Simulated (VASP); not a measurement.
MgO, 4 atoms in the cell. The structure is monoclinic, space group P2_1 (No. 4). The conventional cell has a = 3.315 Å, b = 5.122 Å, c = 3.315 Å, α = 90.00°, β = 120.00°, γ = 90.00°. Mg (site symmetry 1) has 4 O at 1.99 to 2.01 Å within 2.6 Å. O (site symmetry 1) has 4 Mg at 1.99 to 2.01 Å within 2.6 Å.  This cell differs from its parent crystal: atoms displaced along a vibrational mode.

```yaml
Program: VASP 6.6.1
Task: single point
Functional: PBE
Potentials_or_basis: VASP PAW PBE potentials, release 64 (Mg, O)
Cutoff: 520 eV
k_mesh: 9 × 9 × 6
Occupations: gaussian, width 0.05 eV
Spin: no spin polarisation
Dipole_correction: no
Further_INCAR_settings: ALGO = Normal; EDIFF = 1e-06; NBANDS = 16
```

Potentials or basis: VASP PAW PBE potentials, release 64 (Mg, O).

The run is started by

```sh
$ cat potpaw_PBE.64/Mg/POTCAR potpaw_PBE.64/O/POTCAR > POTCAR
$ mpirun -np 1 vasp_std > vasp.out
```

Hardware: 1 thread of Intel(R) Xeon(R) Platinum 8488C (Sapphire Rapids) (shared host).

Question: How long does it take, and how much memory?

Answer: Wall time 74 s on 1 thread of Intel(R) Xeon(R) Platinum 8488C (Sapphire Rapids), with other jobs on the host, peak memory 0.26 GiB. Counts: scf iterations 13, k points 164.
